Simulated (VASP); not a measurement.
# Al16CN16 (a cell with a defect) in VASP: notebook

Al16CN16 (a cell with a defect) is run at these levels: HSE06, PBE; tasks: single point.

All numbers are computed with VASP 6.6.1; they aren't measurements. Logs are shortened: lines on timing, memory, paths and dates and some standing lists are left out, and cuts for length are marked.

**1. The cell of the first run**

The cell holds a defect, 33 atoms: a = 6.260 Å, b = 6.260 Å, c = 10.035 Å, α = 90.00°, β = 90.00°, γ = 120.00°.

**2. Single point, HSE06**

POSCAR reads:

```
Al16CN16
1.0
    6.2595139100      0.0000000600      0.0000000000
   -3.1297570100      5.4208980300      0.0000000000
    0.0000000000      0.0000000000     10.0348065900
Al N C
16 16 1
Direct
    0.3348304700      0.1764320300      0.2534812300
    0.1764725000      0.3346392000      0.5050632000
    0.3439812700      0.1668758600      0.7566881700
    0.1757248500      0.3353364400      1.0018847600
    0.3087377800      0.6724282300      0.2607336400
    0.1805536800      0.8409202200      0.5069004700
    0.3413335200      0.6648204200      0.7518757700
    0.1794468500      0.8330622200      1.0048993300
    0.8385610000      0.2023074400      0.2607427700
    0.6701893300      0.3305615900      0.5068950300
    0.8460374500      0.1694299100      0.7519644000
    0.6780764900      0.3316461800      1.0048817800
    0.8435503700      0.6675707400      0.2695625200
    0.6763399600      0.8348497700      0.5060545600
    0.8486678100      0.6621610900      0.7473279100
    0.6843912400      0.8260243700      0.9767715700
    0.3399547200      0.1710913400      0.4431203400
    0.1656304300      0.3454377200      0.1941910600
    0.3427972400      0.1683503600      0.9457012100
    0.1792557000      0.3314419800      0.6919460200
    0.3419290700      0.6706204100      0.4453182600
    0.1527029900      0.8416226200      0.1970295600
    0.3406066600      0.6638947800      0.9380915400
    0.1842102700      0.8366303200      0.6922862000
    0.8405645300      0.1693309300      0.4453276200
    0.6696069600      0.3584610300      0.1969239400
    0.8469959600      0.1699784900      0.9382186800
    0.6741705200      0.3265041400      0.6922577300
    0.8437079300      0.6674164000      0.4549170400
    0.5792232400      0.9320000800      0.1712451900
    0.8532390800      0.6576783400      0.9314955500
    0.6791998300      0.8316137100      0.6945683200
   -0.3003334000     -0.1892469300      0.1676426600
```

INCAR.step1 reads:

```
PREC = Accurate ; ENCUT = 520
EDIFF = 1E-5 ; ISMEAR = -1
SIGMA = 0.01 ; LREAL = Auto
LASPH = T ; NELM = 100
ALGO = Normal ; ISIF = 2
LWAVE = T ; LCHARG = F
GGA = PE ; NBANDS = 88
```

INCAR.step2 reads:

```
PREC = Accurate ; ENCUT = 520
EDIFF = 1E-6 ; ISMEAR = -1
SIGMA = 0.01 ; LREAL = Auto
LASPH = T ; NELM = 100
ALGO = Normal ; ISIF = 2
LWAVE = F ; LCHARG = F
GGA = PE ; LHFCALC = T
HFSCREEN = 0.2079 ; PRECFOCK = Fast
ISTART = 1 ; NBANDS = 88
```

KPOINTS reads:

```
Automatic mesh
0
Gamma
  1 1 1
  0.25 0.25 0.25
```

Potentials or basis: VASP PAW PBE potentials, release 64 (Al, N, C).

Launch:

```bash
cat potpaw_PBE.64/Al/POTCAR potpaw_PBE.64/N/POTCAR potpaw_PBE.64/C/POTCAR > POTCAR
cp INCAR.step1 INCAR
mpirun -np 1 vasp_std > vasp.out
cp INCAR.step2 INCAR
mpirun -np 1 vasp_std > vasp.out
```

OUTCAR:

```text
PREC = Accurate
   ENCUT = 520
   EDIFF = 1E-6
   ISMEAR = -1
   LREAL = Auto
   LASPH = T
   NELM = 100
   ISIF = 2
   GGA = PE
   LHFCALC = T
   HFSCREEN = 0.2079
   PRECFOCK = Fast
   ISTART = 1

 ion  position               nearest neighbor table
   1  0.335  0.176  0.253-  22 1.90  26 1.90  17 1.90  18 1.93   2 3.05   4 3.06   9 3.08   5 3.08
                            12 3.11   8 3.11  10 3.13   6 3.13  13 3.13  13 3.14   5 3.19   9 3.19
   2  0.176  0.335  0.505-  20 1.88  17 1.88  25 1.92  21 1.92   1 3.05   7 3.06  11 3.06   5 3.07
                             9 3.07  10 3.10   6 3.10   3 3.11  14 3.13  14 3.13   6 3.16  10 3.16
   3  0.344  0.167  0.757-  19 1.90  20 1.90  28 1.90  24 1.90   4 3.06   6 3.07  10 3.07   8 3.08
                            12 3.08   2 3.11  11 3.13   7 3.13  15 3.13  15 3.13   7 3.13  11 3.14
   4  0.176  0.335  0.002-  23 1.89  27 1.89  19 1.90  18 1.93   1 3.06   3 3.06  11 3.08   7 3.08
                            12 3.10   8 3.10  16 3.14  16 3.14   8 3.16  12 3.16   5 3.18   9 3.18
   5  0.309  0.672  0.261-  21 1.86  22 1.88  30 1.89  18 1.90  33 2.34  13 2.90   9 2.94   6 2.95
                             8 3.01   2 3.07   1 3.08  14 3.17   4 3.18   1 3.19   9 3.32  13 3.36
   6  0.181  0.841  0.507-  24 1.86  29 1.90  17 1.90  21 1.90   5 2.95  13 3.00  15 3.01   7 3.06
                            10 3.06   3 3.07   2 3.10  14 3.12   1 3.13  14 3.14   2 3.16  10 3.19
   7  0.341  0.665  0.752-  23 1.87  24 1.88  20 1.90  32 1.92  16 2.93   2 3.06   6 3.06  14 3.06
                            15 3.08   4 3.08  11 3.10   8 3.11   3 3.13   3 3.13  11 3.16  15 3.18
   8  0.179  0.833  0.005-  23 1.91  19 1.91  31 1.92  22 1.94   5 3.01   3 3.08  16 3.09   4 3.10
                             7 3.11   1 3.11  12 3.12  12 3.14  15 3.15   4 3.16  16 3.20  13 3.22
   9  0.839  0.202  0.261-  25 1.86  26 1.88  30 1.89  18 1.90  33 2.35  13 2.90   5 2.94  10 2.95
                            12 3.01   2 3.07   1 3.08  14 3.17   4 3.18   1 3.19   5 3.32  13 3.36
  10  0.670  0.331  0.507-  28 1.86  29 1.90  25 1.90  17 1.90   9 2.95  13 3.00  15 3.01  11 3.06
                             6 3.06   3 3.07   2 3.10  14 3.12   1 3.13  14 3.14   2 3.16   6 3.19
  11  0.846  0.169  0.752-  27 1.87  28 1.88  20 1.90  32 1.92  16 2.93   2 3.06  14 3.06  10 3.06
                            15 3.08   4 3.08   7 3.10  12 3.11   3 3.13   3 3.14   7 3.16  15 3.18
  12  0.678  0.332  0.005-  19 1.91  27 1.91  31 1.92  26 1.94   9 3.01   3 3.08  16 3.09   4 3.10
                            11 3.11   1 3.11   8 3.12   8 3.14  15 3.14   4 3.16  16 3.20  13 3.22
  13  0.844  0.668  0.270-  22 1.83  26 1.83  29 1.86  33 1.86   5 2.90   9 2.90  14 2.99  10 3.00
                             6 3.00   1 3.13   1 3.14   8 3.22  12 3.22   9 3.36   5 3.36
  14  0.676  0.835  0.506-  29 1.89  32 1.89  21 1.91  25 1.91  13 2.99  15 3.06  11 3.06   7 3.06
                            10 3.12   6 3.12   2 3.13   2 3.13   6 3.14  10 3.14   9 3.17   5 3.17
  15  0.849  0.662  0.747-  31 1.85  24 1.90  28 1.90  32 1.91  16 2.91  10 3.01   6 3.01  14 3.06
                             7 3.08  11 3.08   3 3.13   3 3.13  12 3.14   8 3.15  11 3.18   7 3.18
  16  0.684  0.826  0.977-  31 1.88  23 1.90  27 1.91  33 1.92  30 2.26  15 2.91   7 2.93  11 2.93
                            12 3.09   8 3.09   4 3.14   4 3.14   8 3.20  12 3.20
  17  0.340  0.171  0.443-   2 1.88   6 1.90  10 1.90   1 1.90
  18  0.166  0.345  0.194-   5 1.90   9 1.90   1 1.93   4 1.93
  19  0.343  0.168  0.946-   4 1.90   3 1.90  12 1.91   8 1.91
  20  0.179  0.331  0.692-   2 1.88   3 1.90  11 1.90   7 1.90
  21  0.342  0.671  0.445-   5 1.86   6 1.90  14 1.91   2 1.92
  22  0.153  0.842  0.197-  13 1.83   5 1.88   1 1.90   8 1.94
[... 8 lines left out ...]
  31  0.853  0.658  0.931-  15 1.85  16 1.88  12 1.92   8 1.92
  32  0.679  0.832  0.695-  14 1.89  15 1.91   7 1.92  11 1.92
  33  0.700  0.811  0.168-  30 1.31  13 1.86  16 1.92   5 2.34   9 2.35

  LATTYP: Found a hexagonal cell.
 ALAT       =     6.2595139100
 C/A-ratio  =     1.6031287308

  Lattice vectors:

 A1 = (   6.2595139100,   0.0000000600,   0.0000000000)
 A2 = (  -3.1297570100,   5.4208980300,   0.0000000000)
 A3 = (   0.0000000000,   0.0000000000,  10.0348065900)

Analysis of symmetry for initial positions (statically):
=====================================================================
 Subroutine PRICEL returns:
 Original cell was already a primitive cell.

 Routine SETGRP: Setting up the symmetry group for a
 hexagonal supercell.

 Subroutine GETGRP returns: Found  1 space group operations
 (whereof  1 operations were pure point group operations)
 out of a pool of 24 trial point group operations.

The static configuration has the point symmetry C_1 .

Analysis of symmetry for dynamics (positions and initial velocities):
=====================================================================
 Subroutine PRICEL returns:
 Original cell was already a primitive cell.

 Routine SETGRP: Setting up the symmetry group for a
 hexagonal supercell.

 Subroutine GETGRP returns: Found  1 space group operations
[... 123 lines left out ...]
 -0.250000  0.500000  0.250000      2.000000
  0.500000  0.250000  0.250000      2.000000
 -0.250000 -0.250000  0.250000      2.000000
  0.250000  0.500000  0.250000      2.000000
  0.500000 -0.250000  0.250000      2.000000
   k-points           NKPTS =      6   k-points in BZ     NKDIM =     12   number of bands    NBANDS=     88
   number of dos      NEDOS =    301   number of ions     NIONS =     33
   total plane-waves  NPLWV = 184320
   dimension x,y,z NGX =    48 NGY =   48 NGZ =   80
   dimension x,y,z NGXF=    96 NGYF=   96 NGZF=  160
   ions per type =              16  16   1
   NGX,Y,Z   is equivalent  to a cutoff of  12.75, 12.75, 13.25 a.u.
   NGXF,Y,Z  is equivalent  to a cutoff of  25.50, 25.50, 26.51 a.u.
 SYSTEM =  unknown system
   PREC   = accura    normal or accurate (medium, high low for compatibility)
   ISTART =      1    job   : 0-new  1-cont  2-samecut
   ICHARG =      0    charge: 1-file 2-atom 10-const
   ISPIN  =      1    spin polarized calculation?
   LNONCOLLINEAR =      F non collinear calculations
   LSORBIT =      F    spin-orbit coupling
   LASPH  =      T    aspherical Exc in radial PAW
   ENCUT  =  520.0 eV  38.22 Ry    6.18 a.u.  11.64 11.64 18.66*2*pi/ulx,y,z
   NELM   =    100;   NELMIN=  2; NELMDL=  0     # of ELM steps
   EDIFF  = 0.1E-05   stopping-criterion for ELM
   LREAL  =      T    real-space projection
   EDIFFG = 0.1E-04   stopping-criterion for IOM
   NSW    =      0    number of steps for IOM
   IBRION =     -1    ionic relax: 0-MD 1-quasi-New 2-CG
   NFREE  =      0    steps in history (QN), initial steepest desc. (CG)
   ISIF   =      2    stress and relaxation
   ISYM   =      3    0-nonsym 1-usesym 2-fastsym
   POTIM  = 0.5000    time-step for ionic-motion
   TEBEG  =    0.0;   TEEND  =   0.0 temperature during run
   PSTRESS=    0.0 pullay stress
   NELECT =     132.0000    total number of electrons
   NUPDOWN=      -1.0000    fix difference up-down
   EMIN   =  10.00;   EMAX   =-10.00  energy-range for DOS
   EFERMI =   0.00;   METHOD = LEGACY
   ISMEAR =    -1;   SIGMA  =   0.01  broadening in eV -4-tet -1-fermi 0-gaus
   EFERMI_NEDOS =   21; number of points for ismear=-14 and -15
   IALGO  =     38    algorithm
   IMIX   =      1    mixing-type and parameters
     AMIX     =   0.40;   BMIX     =  1.00
     AMIX_MAG =   1.60;   BMIX_MAG =  1.00
  volume/ion in A,a.u.               =      10.32        69.63
  Fermi-wavevector in a.u.,A,eV,Ry     =   1.193693  2.255752 19.386971  1.424902
  Thomas-Fermi vector in A             =   2.329701
   LORBIT       =      0    0 simple, 1 ext, 2 COOP (PROOUT), +10 PAW based schemes
   GGA     = PE    functional components
   LHFCALC =     T    Hartree Fock is set to
   PRECFOCK=fast      Normal, Fast or Accurate (Low or Medium for compatibility)
   ENCUT4O =  -1.0   cutoff for four orbital integrals eV
   NKREDX  =     1    reduce k-point grid by
   NKREDY  =     1    reduce k-point grid by
   NKREDZ  =     1    reduce k-point grid by
   AEXX    =    0.2500 exact exchange contribution
   HFSCREEN=    0.2079 screening length (either q_TF or 0.3 A-1)
   HFSCREENC=   0.2079 screening length for correlation (either q_TF or 0.3 A-1)
   ENCUTFOCK=  -1.0 apply spherical cutoff to Coloumb kernel
   IVDW    =     0    specifies the selected vdW correction
   LEPSILON=     F    determine dielectric tensor
   LRPA    =     F    only Hartree local field effects (RPA)
 non-spin polarized calculation
  energy-cutoff  :      520.00
  volume of cell :      340.50
 maximum number of plane-waves:      9148
 NGX is ok and might be reduce to    48
  NGX = 28; NGY = 28; NGZ = 42

 number of electron     132.0000001 magnetization

 Free energy of the ion-electron system (eV)
  ---------------------------------------------------
  ext. energy  EPLUGINS =         0.00000000
  ---------------------------------------------------
  free energy    TOTEN  =      -285.24764158 eV

  energy without entropy =     -285.24764158  energy(sigma->0) =     -285.24764158

 E-fermi :   7.9218     XC(G=0):  -9.0397

 val. band max:        7.6413662922   @ k =  -0.2500   0.5000   0.2500
 cond. band min:       9.5505984422   @ k =  -0.2500  -0.2500   0.2500
 fundamental gap:      1.9092321500
 Fermi energy:         7.9217839190

 k-point     1 :       0.2500    0.2500    0.2500
  band No.  band energies     occupation
      1     -13.3762      2.00000
      2     -10.8388      2.00000
      3     -10.3572      2.00000
      4     -10.2189      2.00000
      5     -10.0869      2.00000
      6      -9.7573      2.00000
[... 475 lines left out ...]
     77      13.5740      0.00000
     78      13.8357      0.00000
 [bands above 78 left out]

------------------------ aborting loop because EDIFF is reached ----------------------------------------

  FORCE on cell =-STRESS in cart. coord.  units (eV):
  Direction    XX          YY          ZZ          XY          YZ          ZX
  --------------------------------------------------------------------------------------
  -------------------------------------------------------------------------------------
  Total       -2.0366657     -2.0818007     10.9292751     -0.0429045      1.3566010     -2.3631506
  in kB       -9.5831764     -9.7955513     51.4258033     -0.2018798      6.3832499    -11.1193944
  external PRESSURE =      10.6823586 kB  Pullay stress =       0.0000000 kB

 VOLUME and BASIS-vectors are now :
 -----------------------------------------------------------------------------
  energy-cutoff  :      520.00
  volume of cell :      340.50
      direct lattice vectors                 reciprocal lattice vectors
     6.259513910  0.000000060  0.000000000     0.159756813  0.092235641  0.000000000
    -3.129757010  5.420898030  0.000000000    -0.000000002  0.184471279  0.000000000
     0.000000000  0.000000000 10.034806590     0.000000000  0.000000000  0.099653141

 POSITION                                       TOTAL-FORCE (eV/Angst)
 -----------------------------------------------------------------------------------
      1.54369      0.95642      2.54364         0.178860     -0.103876     -0.013166
      0.05729      1.81404      5.06821        -0.108552      0.066208      0.048587
      1.63087      0.90462      7.59322         0.121738     -0.071779      0.010338
      0.05043      1.81782      0.01891        -0.139044      0.067443     -0.073275
     -0.17199      3.64516      2.61641         0.082991      0.211045      0.002750
     -1.50170      4.55854      5.08665        -0.107777      0.035906      0.041732
[... 25 lines left out ...]
      1.64871      4.50809      6.96986        -0.183533      0.105405     -0.045617
      1.84211      4.39501      1.68226        -0.195071      0.120577     -0.075378
 -----------------------------------------------------------------------------------
    total drift:                                0.006525      0.000992      0.000040

  FREE ENERGIE OF THE ION-ELECTRON SYSTEM (eV)
  ---------------------------------------------------
  free  energy   TOTEN  =      -285.2476415812 eV

  energy  without entropy=     -285.2476415812  energy(sigma->0) =     -285.24764158
```

Wall time 75 min (1 thread of Intel Xeon 6975P-C (Granite Rapids), shared host); peak memory 0.73 GiB.

Results:

| Item | Value |
| --- | --- |
| Free energy | -285.2476 eV |
| Pressure | 1.1 GPa |
| Largest force | 0.384 eV/Å |
| Band gap on the k mesh | 1.91 eV |

Forces on the atoms (eV/Å):
```
Al   0.179 -0.104 -0.013
Al  -0.109  0.066  0.049
Al   0.122 -0.072  0.010
Al  -0.139  0.067 -0.073
Al   0.083  0.211  0.003
Al  -0.108  0.036  0.042
Al   0.119 -0.055  0.029
Al  -0.099  0.039  0.021
Al  -0.132 -0.174 -0.004
Al  -0.090  0.072  0.046
Al   0.099 -0.077  0.031
Al  -0.077  0.051  0.021
Al  -0.001 -0.004 -0.179
Al  -0.134  0.080  0.038
Al   0.105 -0.067  0.090
Al  -0.131  0.090  0.162
N    0.159 -0.085 -0.048
N   -0.112  0.065  0.101
N    0.119 -0.074  0.012
N   -0.178  0.113 -0.042
N    0.097 -0.096 -0.038
N   -0.090 -0.142 -0.059
N    0.172 -0.098 -0.009
N   -0.196  0.067 -0.034
N    0.132 -0.048 -0.043
N    0.076  0.149 -0.038
N    0.165 -0.087 -0.024
N   -0.153  0.147 -0.026
N    0.184 -0.107 -0.109
N    0.159 -0.105  0.333
N    0.157 -0.085 -0.127
N   -0.184  0.105 -0.046
C   -0.195  0.121 -0.075
```

Caveat: the k points lie up to 0.58 Å⁻¹ apart; the PAW data sets were made with another functional, which shifts forces and pressure a little.

[end of part 1 of 2]
